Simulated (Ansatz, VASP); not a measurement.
Bi, level by level in two programs

```xyz
1
Lattice="-1.9547 1.9547 1.9547 1.9547 -1.9547 1.9547 1.9547 1.9547 -1.9547" Properties=species:S:1:pos:R:3 pbc="T T T"
Bi    0.0000    0.0000    0.0000
```

Single points on this cell with VASP 6.6.1 and Ansatz 0.2.0. Each row is one pair of runs. Alike in all rows: spin: off; smearing: fermi-dirac, width 0.05 eV; VASP's potentials, cutoff: VASP PAW PBE potentials, release 64 (Bi_d), 520 eV; Ansatz's potentials, cutoff: Ansatz PAW, 420 eV.

| level | k mesh | gap on the k mesh at the Fermi level (eV), VASP | gap on the k mesh at the Fermi level (eV), Ansatz | pressure (GPa), VASP | pressure (GPa), Ansatz |
| --- | --- | --- | --- | --- | --- |
| BHLYP | 5 × 5 × 5 | none | none | 2.3 | 2.4 |
| HSE06 | 6 × 6 × 6 | none | none | 1.8 | 1.8 |
| PBE0 | 6 × 6 × 6 | ? | none | ? | 1.7 |

Fill in what VASP gave in row 3.

gap on the k mesh at the Fermi level (eV): none; pressure (GPa): 1.5.

A gap of «none» marks a metal or a gap that the smearing closes.

The k mesh is coarse, so the values compare programs but aren't converged. Neither program's run includes spin-orbit coupling.
